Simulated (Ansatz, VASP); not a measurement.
Two plane-wave programs on KF

```xyz
2
Lattice="3.2691 0.0000 0.0000 0.0000 3.2691 0.0000 0.0000 0.0000 3.2691" Properties=species:S:1:pos:R:3 pbc="T T T"
K     1.6346    1.6346    1.6346
F     0.0000    0.0000    0.0000
```

Change from the starting cell: species swapped into the TmAu type (Pm-3m, No. 221).

Alike in both runs: functional PBE; k mesh 4 × 4 × 4; occupations gaussian, width 0.15 eV; no spin polarisation.

Ansatz relaxed the structure, and its values are those at the end. VASP's run is a single point on that final structure, the one shown.

|  | VASP | Ansatz |
| --- | --- | --- |
| version | VASP 6.6.1 | Ansatz 0.2.0 |
| potentials or method | VASP PAW PBE potentials, release 64 (K_sv, F), cutoff 600 eV | scalar-relativistic, plane waves, PAW |
| valence electrons in the cell | 16 | 16 |

Ansatz gave:

| Quantity | Value |
| --- | --- |
| gap on the k mesh at the Fermi level (eV) | 6.21 |
| least direct gap on the mesh (eV) | 6.26 |
| pressure (GPa) | -0.3 |

Q: Estimate VASP's values.

A: gap on the k mesh at the Fermi level (eV): 6.19; least direct gap on the mesh (eV): 6.25; pressure (GPa): -0.3.

The k mesh is coarse, so the values compare programs but aren't converged.
